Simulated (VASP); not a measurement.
Wanted: the native input for a VASP 6.6.1 run.

```yaml
Task: single point
Functional: PBE
Potentials_or_basis: VASP PAW PBE potentials, release 64 (Pb_d, Mg, Ba_sv)
Cutoff: 520 eV
k_mesh: 3 × 3 × 3, shifted
Occupations: fermi-dirac, width 0.1 eV
Spin: no spin polarisation
Dipole_correction: no
Further_INCAR_settings: ALGO = Normal; EDIFF = 1e-06; NBANDS = 53
```

The structure of BaMg2Pb2 lies in POSCAR:

```
BaMg2Pb2
1.0
    6.8646980000      0.0237050000      0.5405760000
    0.5316260000      6.2309490000     -0.4892700000
   -0.7258910000      1.6253810000      7.5877060000
Pb Mg Ba
4 4 2
Direct
    0.2089150000      0.8199760000      0.3994940000
    0.3520540000      0.6341850000      0.8023020000
    0.9859970000      0.4128590000      0.4374440000
    0.5465360000      0.4604160000      0.4940650000
    0.1838010000      0.0927700000      0.7170100000
    0.3017730000      0.4496980000      0.1726710000
    0.0524060000      0.1130080000      0.0794340000
    0.6556600000      0.2696130000      0.9261190000
    0.7091610000      0.7373380000      0.1115360000
    0.7316660000      0.9264420000      0.6104440000
```

These files were run (other wordings do the same):

INCAR

```
ALGO = Normal ; EDIFF = 1E-6
ENCUT = 520 ; GGA = PE
ISIF = 2 ; ISMEAR = -1
LASPH = True ; LCHARG = False
LREAL = False ; LWAVE = False
NBANDS = 53 ; NELM = 80
PREC = Accurate ; SIGMA = 0.1
```

KPOINTS

```
Automatic mesh
0
Gamma
  3 3 3
  0 0.5 0
```

Potentials or basis: VASP PAW PBE potentials, release 64 (Pb_d, Mg, Ba_sv).

Launch:

```console
$ cat potpaw_PBE.64/Pb_d/POTCAR potpaw_PBE.64/Mg/POTCAR potpaw_PBE.64/Ba_sv/POTCAR > POTCAR
$ mpirun -np 1 vasp_std > vasp.out
```

It gave:

The pressure is 2.7 GPa. The largest force is 1.098 eV/Å. The band gap on the k mesh is zero (bands 42 and 43 overlap by 0.19 eV).

Caveat: spin-orbit coupling is left out, which moves the levels of the heavy elements.

It took 5.6 min on 1 thread of Intel(R) Xeon(R) Platinum 8259CL CPU @ 2.50GHz (Skylake/Cascade Lake), with other jobs on the host, peak memory 0.52 GiB.
